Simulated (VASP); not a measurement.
Set up this calculation in VASP 6.6.1, as the native input.

* Task: single point
* Functional: revPBE
* Potentials or basis: VASP PAW PBE potentials, release 64 (Ir)
* Cutoff: 520 eV
* k mesh: 12 × 12 × 12
* Occupations: fermi-dirac, width 0.05 eV
* Spin: no spin polarisation
* Dipole correction: no
* Further INCAR settings: ALGO = Normal; EDIFF = 1e-07; NBANDS = 10

The structure of Ir lies in POSCAR:

```
Ir
1.0
    0.0000000000      1.9400293347      1.9400293347
    1.9400293347      0.0000000000      1.9400293347
    1.9400293347      1.9400293347      0.0000000000
Ir
1
Direct
    0.0000000000      0.0000000000      0.0000000000
```

These files were run (other wordings do the same):

INCAR

```
SYSTEM = Ir
PREC = Accurate ; ENCUT = 520
EDIFF = 1E-7 ; ISMEAR = -1
SIGMA = 0.05 ; LREAL = .FALSE.
LASPH = .TRUE. ; NELM = 60
ALGO = Normal ; ISIF = 2
LWAVE = .FALSE. ; LCHARG = .TRUE.
GGA = RE ; LELF = .TRUE.
LVHAR = .TRUE. ; NBANDS = 10
```

KPOINTS

```
Automatic mesh
0
G
  12 12 12
  0 0 0
```

Potentials or basis: VASP PAW PBE potentials, release 64 (Ir).

Command:

```console
$ cat potpaw_PBE.64/Ir/POTCAR > POTCAR
$ mpirun -np 1 vasp_std > vasp.out
```

Results of the run:

```json
{
 "Pressure": "0.5 GPa"
}
```

Caveat: the PAW data sets were made with another functional, which shifts forces and pressure a little.

Wall time 16 s on 1 thread of AMD EPYC 7R13, with other jobs on the host, peak memory 0.1 GiB.
